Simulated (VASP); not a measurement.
# Zn3CdO (Cmmm) in VASP: single point with PBE

Aim: the single point of Zn3CdO with PBE.

Program: VASP 6.6.1. These are calculated values, not measurements. Logs are shortened: lines on timing, memory, paths and dates and some standing lists are left out, and cuts for length are marked.

**1. The cell of the first run**

Symmetry: Cmmm, No. 65, orthorhombic system. The conventional cell has a = 4.982 Å, b = 9.749 Å, c = 3.792 Å, α = 90.00°, β = 90.00°, γ = 90.00°. Zn (site symmetry 2/m) has 4 Zn at 2.49 to 2.74 Å and 4 Cd at 3.33 Å and 4 O at 3.33 Å within 3.4 Å. Within 2.5 Å of Zn (site symmetry mmm) lie 2 O at 1.90 Å. Within 3.4 Å of Cd (site symmetry mmm) lie 2 O at 2.49 Å and 12 Zn at 3.13 to 3.33 Å. O (site symmetry mmm) has 2 Zn at 1.90 Å and 2 Cd at 2.49 Å within 2.5 Å.

The cell was generated, and may not be a known phase.

**2. Single point, PBE**

Input file INCAR:

```
PREC     = Accurate       # precision mode
ENCUT    = 700            # plane-wave cutoff, eV
EDIFF    = 1E-6           # SCF threshold, eV
ISMEAR   = 0              # smearing method
SIGMA    = 0.1            # smearing width, eV
LREAL    = False          # projectors in reciprocal space
LASPH    = True           # aspherical terms in the spheres
NELM     = 120            # most SCF steps
ALGO     = Normal         # electronic algorithm
ISIF     = 2              # what is computed and relaxed
LWAVE    = False          # write WAVECAR
LCHARG   = True           # write CHGCAR
GGA      = PE             # functional
LELF     = True           # ELF
LVHAR    = True         
NBANDS   = 39             # bands
GGA_COMPAT= False
```

Input file KPOINTS:

```
regular mesh
0
Gamma
  8 8 10
```

Input file POSCAR:

```
Zn3CdO
1.0
    2.4912203831     -4.8744772834      0.0000000000
    2.4912203831      4.8744772834      0.0000000000
    0.0000000000      0.0000000000      3.7921739402
Zn Cd O
3 1 1
Direct
    0.0000000000      0.5000000000      0.5000000000
    0.5000000000      0.0000000000      0.5000000000
    0.5000000000      0.5000000000      0.5000000000
    0.0000000000      0.0000000000      0.0000000000
    0.5000000000      0.5000000000      0.0000000000
```

Potentials or basis: VASP PAW PBE potentials, release 64 (Zn, Cd_sv_GW, O).

On the command line:

```console
$ cat potpaw_PBE.64/Zn/POTCAR potpaw_PBE.64/Cd_sv_GW/POTCAR potpaw_PBE.64/O/POTCAR > POTCAR
$ mpirun -np 1 vasp_std > vasp.out
```

OUTCAR:

```text
PREC = Accurate
   ENCUT = 700
   EDIFF = 1E-6
   ISMEAR = 0
   LREAL = False
   LASPH = True
   NELM = 120
   ISIF = 2
   GGA = PE

 ion  position               nearest neighbor table
   1  0.000  0.500  0.500-   2 2.49   2 2.49   3 2.74   3 2.74
   2  0.500  0.000  0.500-   1 2.49   1 2.49   3 2.74   3 2.74
   3  0.500  0.500  0.500-   5 1.90   5 1.90   1 2.74   2 2.74   2 2.74   1 2.74
   4  0.000  0.000  0.000-
   5  0.500  0.500  0.000-   3 1.90   3 1.90

  LATTYP: Found a base centered orthorhombic cell.
 ALAT       =     4.9824407662
 B/A-ratio  =     1.9566624119
 C/A-ratio  =     0.7611076816

  Lattice vectors:

 A1 = (   2.4912203831,  -4.8744772834,   0.0000000000)
 A2 = (   2.4912203831,   4.8744772834,   0.0000000000)
 A3 = (   0.0000000000,   0.0000000000,   3.7921739402)

Analysis of symmetry for initial positions (statically):
=====================================================================
 Subroutine PRICEL returns:
 Original cell was already a primitive cell.

 Routine SETGRP: Setting up the symmetry group for a
 base centered orthorhombic supercell.

 Subroutine GETGRP returns: Found  8 space group operations
 (whereof  8 operations were pure point group operations)
 out of a pool of  8 trial point group operations.

The static configuration has the point symmetry D_2h.

Analysis of symmetry for dynamics (positions and initial velocities):
=====================================================================
 Subroutine PRICEL returns:
 Original cell was already a primitive cell.

 Routine SETGRP: Setting up the symmetry group for a
 base centered orthorhombic supercell.

 Subroutine GETGRP returns: Found  8 space group operations
 (whereof  8 operations were pure point group operations)
 out of a pool of  8 trial point group operations.

The dynamic configuration has the point symmetry D_2h.

 Subroutine INISYM returns: Found  8 space group operations
 (whereof  8 operations are pure point group operations),
 and found     1 'primitive' translations

----------------------------------------------------------------------------------------

                                     Primitive cell

  volume of cell :      92.0997

  direct lattice vectors                    reciprocal lattice vectors
     2.491220383 -4.874477283  0.000000000     0.200704845 -0.102575101  0.000000000
     2.491220383  4.874477283  0.000000000     0.200704845  0.102575101  0.000000000
     0.000000000  0.000000000  3.792173940     0.000000000  0.000000000  0.263700984

  length of vectors
     5.474185582  5.474185582  3.792173940     0.225397618  0.225397618  0.263700984

  position of ions in fractional coordinates (direct lattice)
     0.000000000  0.500000000  0.500000000
     0.500000000  0.000000000  0.500000000
     0.500000000  0.500000000  0.500000000
     0.000000000  0.000000000  0.000000000
     0.500000000  0.500000000  0.000000000

  ion indices of the primitive-cell ions
   primitive index   ion index
                 1           1
                 2           2
                 3           3
                 4           4
                 5           5

----------------------------------------------------------------------------------------

 KPOINTS: regular mesh

Automatic generation of k-mesh.
 Grid dimensions read from file:
 generate k-points for:    8    8   10

 Generating k-lattice:

  Cartesian coordinates                     Fractional coordinates (reciprocal lattice)
     0.025088106 -0.012821888  0.000000000     0.125000000  0.000000000  0.000000000
     0.025088106  0.012821888  0.000000000     0.000000000  0.125000000  0.000000000
     0.000000000  0.000000000  0.026370098     0.000000000  0.000000000  0.100000000

  Length of vectors
     0.028174702  0.028174702  0.026370098

  Shift w.r.t. Gamma in fractional coordinates (k-lattice)
     0.000000000  0.000000000  0.000000000

 Subroutine IBZKPT returns following result:
 ===========================================

 Found    126 irreducible k-points:

 Following reciprocal coordinates:
            Coordinates               Weight
  0.000000  0.000000  0.000000      1.000000
  0.125000  0.000000  0.000000      4.000000
  0.250000  0.000000  0.000000      4.000000
  0.375000 -0.000000  0.000000      4.000000
  0.500000  0.000000  0.000000      2.000000
  0.125000  0.125000  0.000000      2.000000
[... 16 lines left out ...]
  0.125000  0.000000  0.100000      8.000000
  0.250000  0.000000  0.100000      8.000000
 [... further k-points ...]
   k-points           NKPTS =    126   k-points in BZ     NKDIM =    126   number of bands    NBANDS=     39
   number of dos      NEDOS =    301   number of ions     NIONS =      5
   total plane-waves  NPLWV =  82944
   dimension x,y,z NGX =    48 NGY =   48 NGZ =   36
   dimension x,y,z NGXF=    96 NGYF=   96 NGZF=   72
   ions per type =               3   1   1
   NGX,Y,Z   is equivalent  to a cutoff of  14.58, 14.58, 15.78 a.u.
   NGXF,Y,Z  is equivalent  to a cutoff of  29.15, 29.15, 31.56 a.u.
 SYSTEM =  unknown system
   PREC   = accura    normal or accurate (medium, high low for compatibility)
   ISTART =      0    job   : 0-new  1-cont  2-samecut
   ICHARG =      2    charge: 1-file 2-atom 10-const
   ISPIN  =      1    spin polarized calculation?
   LNONCOLLINEAR =      F non collinear calculations
   LSORBIT =      F    spin-orbit coupling
   LASPH  =      T    aspherical Exc in radial PAW
   ENCUT  =  700.0 eV  51.45 Ry    7.17 a.u.  11.81 11.81  8.18*2*pi/ulx,y,z
   NELM   =    120;   NELMIN=  2; NELMDL= -5     # of ELM steps
   EDIFF  = 0.1E-05   stopping-criterion for ELM
   LREAL  =      F    real-space projection
   EDIFFG = 0.1E-04   stopping-criterion for IOM
   NSW    =      0    number of steps for IOM
   IBRION =     -1    ionic relax: 0-MD 1-quasi-New 2-CG
   NFREE  =      0    steps in history (QN), initial steepest desc. (CG)
   ISIF   =      2    stress and relaxation
   ISYM   =      2    0-nonsym 1-usesym 2-fastsym
   POTIM  = 0.5000    time-step for ionic-motion
   TEBEG  =    0.0;   TEEND  =   0.0 temperature during run
   PSTRESS=    0.0 pullay stress
   NELECT =      62.0000    total number of electrons
   NUPDOWN=      -1.0000    fix difference up-down
   EMIN   =  10.00;   EMAX   =-10.00  energy-range for DOS
   EFERMI =   0.00;   METHOD = LEGACY
   ISMEAR =     0;   SIGMA  =   0.10  broadening in eV -4-tet -1-fermi 0-gaus
   EFERMI_NEDOS =   21; number of points for ismear=-14 and -15
   IALGO  =     38    algorithm
   IMIX   =      4    mixing-type and parameters
     AMIX     =   0.40;   BMIX     =  1.00
     AMIX_MAG =   1.60;   BMIX_MAG =  1.00
  volume/ion in A,a.u.               =      18.42       124.30
  Fermi-wavevector in a.u.,A,eV,Ry     =   1.434782  2.711345 28.008944  2.058599
  Thomas-Fermi vector in A             =   2.554153
   LORBIT       =      0    0 simple, 1 ext, 2 COOP (PROOUT), +10 PAW based schemes
   GGA     = PE    functional components
   LHFCALC =     F    Hartree Fock is set to
   AEXX    =    0.0000 exact exchange contribution
   IVDW    =     0    specifies the selected vdW correction
   LEPSILON=     F    determine dielectric tensor
   LRPA    =     F    only Hartree local field effects (RPA)
 non-spin polarized calculation
 Gauss-broadening in eV      SIGMA  =   0.10
  energy-cutoff  :      700.00
  volume of cell :       92.10
 maximum number of plane-waves:      3904
   NGX = 23   NGY = 23   NGZ = 17

 number of electron      61.9999994 magnetization

 Free energy of the ion-electron system (eV)
  ---------------------------------------------------
  ext. energy  EPLUGINS =         0.00000000
  ---------------------------------------------------
  free energy    TOTEN  =        -9.48115215 eV

  energy without entropy =       -9.47240352  energy(sigma->0) =       -9.47677784

 E-fermi :   2.6007     XC(G=0): -10.2520

 val. band max:        2.5814312662   @ k =  -0.1250   0.1250   0.5000
 cond. band min:       2.6088815327   @ k =   0.2500   0.1250   0.3000
 fundamental gap:      0.0274502666
 Fermi energy:         2.6006806562

 k-point     1 :       0.0000    0.0000    0.0000
  band No.  band energies     occupation
      1    -100.0838      2.00000
      2     -61.1648      2.00000
      3     -61.1585      2.00000
      4     -61.0837      2.00000
      5     -16.1992      2.00000
      6      -6.1696      2.00000
[... 31 lines left out ...]
     38      11.6340      0.00000
     39      11.7198      0.00000

 k-point     2 :       0.1250    0.0000    0.0000
  band No.  band energies     occupation
      1    -100.0838      2.00000
      2     -61.1648      2.00000
      3     -61.1585      2.00000
      4     -61.0837      2.00000
      5     -16.1910      2.00000
      6      -6.1594      2.00000
[... 31 lines left out ...]
     38      11.2231      0.00000
     39      11.4065      0.00000

 k-point     3 :       0.2500    0.0000    0.0000
  band No.  band energies     occupation
      1    -100.0838      2.00000
      2     -61.1648      2.00000
      3     -61.1585      2.00000
      4     -61.0837      2.00000
      5     -16.1710      2.00000
      6      -6.1384      2.00000
[... 31 lines left out ...]
     38      10.4876      0.00000
     39      10.9737      0.00000

 k-point     4 :       0.3750   -0.0000    0.0000
  band No.  band energies     occupation
      1    -100.0838      2.00000
      2     -61.1648      2.00000
      3     -61.1585      2.00000
      4     -61.0837      2.00000
      5     -16.1509      2.00000
      6      -6.1651      2.00000
[... 31 lines left out ...]
     38       9.2739      0.00000
     39      10.3776      0.00000
[... 754 lines left out ...]
     38      10.8092      0.00000
     39      10.9917      0.00000

 k-point    23 :       0.1250    0.0000    0.1000
  band No.  band energies     occupation
      1    -100.0838      2.00000
      2     -61.1648      2.00000
      3     -61.1586      2.00000
      4     -61.0837      2.00000
      5     -16.1592      2.00000
      6      -6.1323      2.00000
[... 31 lines left out ...]
     38      10.7431      0.00000
     39      11.1004      0.00000

 k-point    24 :       0.2500    0.0000    0.1000
  band No.  band energies     occupation
      1    -100.0838      2.00000
      2     -61.1648      2.00000
      3     -61.1586      2.00000
      4     -61.0837      2.00000
      5     -16.1393      2.00000
      6      -6.1146      2.00000
[... 31 lines left out ...]
     38      10.2756      0.00000
     39      10.7492      0.00000

 [... further k-points ...]

------------------------ aborting loop because EDIFF is reached ----------------------------------------

  FORCE on cell =-STRESS in cart. coord.  units (eV):
  Direction    XX          YY          ZZ          XY          YZ          ZX
  --------------------------------------------------------------------------------------
  -------------------------------------------------------------------------------------
  Total        0.0137171     -0.0300585      0.3319815      0.0000000      0.0000000      0.0000000
  in kB        0.2386234     -0.5229004      5.7751871      0.0000000      0.0000000      0.0000000
  external PRESSURE =       1.8303034 kB  Pullay stress =       0.0000000 kB

 VOLUME and BASIS-vectors are now :
 -----------------------------------------------------------------------------
  energy-cutoff  :      700.00
  volume of cell :       92.10
      direct lattice vectors                 reciprocal lattice vectors
     2.491220383 -4.874477283  0.000000000     0.200704845 -0.102575101  0.000000000
     2.491220383  4.874477283  0.000000000     0.200704845  0.102575101  0.000000000
     0.000000000  0.000000000  3.792173940     0.000000000  0.000000000  0.263700984

 POSITION                                       TOTAL-FORCE (eV/Angst)
 -----------------------------------------------------------------------------------
      1.24561      2.43724      1.89609         0.000000      0.000000      0.000000
      1.24561     -2.43724      1.89609        -0.000000     -0.000000      0.000000
      2.49122      0.00000      1.89609         0.000000      0.000000      0.000000
      0.00000      0.00000      0.00000         0.000000      0.000000      0.000000
      2.49122      0.00000      0.00000        -0.000000      0.000000      0.000000
 -----------------------------------------------------------------------------------
    total drift:                                0.000000     -0.000000     -0.000000

  FREE ENERGIE OF THE ION-ELECTRON SYSTEM (eV)
  ---------------------------------------------------
  free  energy   TOTEN  =        -9.4811521504 eV

  energy  without entropy=       -9.4724035245  energy(sigma->0) =       -9.47677784
```

It took 8.6 min on 1 thread of AMD EPYC 9R45 (Zen 5), shared host; peak memory 0.77 GiB.

What came out:

```
Free energy            : -9.4812 eV
Pressure               : 0.2 GPa
Band gap on the k mesh : zero (bands 31 and 32 overlap by 1.09 eV)
```

Stress tensor (GPa, compression positive):
```
 0.02  0.00  0.00
 0.00 -0.05  0.00
 0.00  0.00  0.58
```

The gap in the log of VASP goes by the Fermi energy; the results here count the filled bands.